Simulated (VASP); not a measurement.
Write the native input for VASP 6.6.1 that does the following.

```yaml
Task: single point
Functional: LDA
Potentials_or_basis: VASP PAW LDA potentials, release 64 (Mg, Si)
Cutoff: 520 eV
k_mesh: 18 × 18 × 14
Occupations: gaussian, width 0.15 eV
Spin: no spin polarisation
Dipole_correction: no
Further_INCAR_settings: ALGO = Normal; EDIFF = 1e-06; NBANDS = 10
```

The structure of MgSi lies in POSCAR:

```
MgSi
1.0
    3.1329724629      0.0000000000      0.0000000000
    0.0000000000      3.1329724629      0.0000000000
    0.0000000000      0.0000000000      3.5362261907
Mg Si
1 1
Direct
    0.0000000000      0.0000000000      0.0000000000
    0.5000000000      0.5000000000      0.5000000000
```

This cell differs from its parent crystal: ratio of the length along z to the lengths across it x 0.8, volume and fractional coordinates fixed.

One way to write it, as run:

INCAR

```
PREC = Accurate
ENCUT = 520
EDIFF = 1E-6
ISMEAR = 0
SIGMA = 0.15
LREAL = False
LASPH = True
NELM = 80
ALGO = Normal
ISIF = 2
LWAVE = False
LCHARG = False
GGA = CA
NBANDS = 10
```

KPOINTS

```
Automatic mesh
0
Gamma
  18 18 14
```

Potentials or basis: VASP PAW LDA potentials, release 64 (Mg, Si).

Run with:

```bash
$ cat potpaw_LDA.64/Mg/POTCAR potpaw_LDA.64/Si/POTCAR > POTCAR
$ mpirun -np 1 vasp_std > vasp.out
```

Results of the run:

The pressure is -1.3 GPa. The band gap on the k mesh is zero (bands 3 and 4 overlap by 5.27 eV).

Caveat: the stress differs along the axes, from -3 to 2 GPa.

Wall time 48 s on 1 thread of AMD EPYC 9R45 96-Core Processor (Zen 5) (shared host), peak memory 0.24 GiB.
